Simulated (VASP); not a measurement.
# Be4Sb3: single point with PBE

Crystal: Be4Sb3.

```
CELL_PARAMETERS angstrom
-3.20986 3.20986 3.20986
3.20986 -3.20986 3.20986
3.20986 3.20986 -3.20986
ATOMIC_POSITIONS crystal
Be 0.50000 0.50000 0.50000
Be 0.00000 0.00000 0.50000
Be 0.00000 0.50000 0.00000
Be 0.50000 0.00000 0.00000
Sb 0.00000 0.50000 0.50000
Sb 0.50000 0.00000 0.50000
Sb 0.50000 0.50000 0.00000
```

| Item | Value |
| --- | --- |
| Program | VASP 6.6.1 |
| Task | single point |
| Functional | PBE |
| Potentials or basis | VASP PAW PBE potentials, release 64 (Be, Sb) |
| Cutoff | 520 eV |
| k mesh | 8 × 8 × 8 |
| Occupations | gaussian, width 0.1 eV |
| Spin | no spin polarisation |

```yaml
Pressure: 0.1 GPa
```

Levels at points of the mesh, in eV from the Fermi level:
| k point | band 10 | band 11 | band 12 | band 13 | band 14 | band 15 |
| --- | --- | --- | --- | --- | --- | --- |
| (0.00, 0.00, 0.00) | -1.93 | -1.93 | -1.93 | 0.01 | 1.20 | 1.20 |
| (0.50, 0.00, 0.00) | -2.20 | -0.44 | 0.92 | 1.10 | 1.39 | 1.69 |
| (0.50, 0.50, 0.50) | -0.30 | -0.30 | -0.30 | -0.01 | 1.43 | 3.27 |

Wall time 41 s on 1 thread of AMD EPYC 9R45 96-Core Processor (Zen 5), on a shared host, peak memory 0.25 GiB.

Caveat: spin-orbit coupling is left out, which moves the levels of the heavy elements.
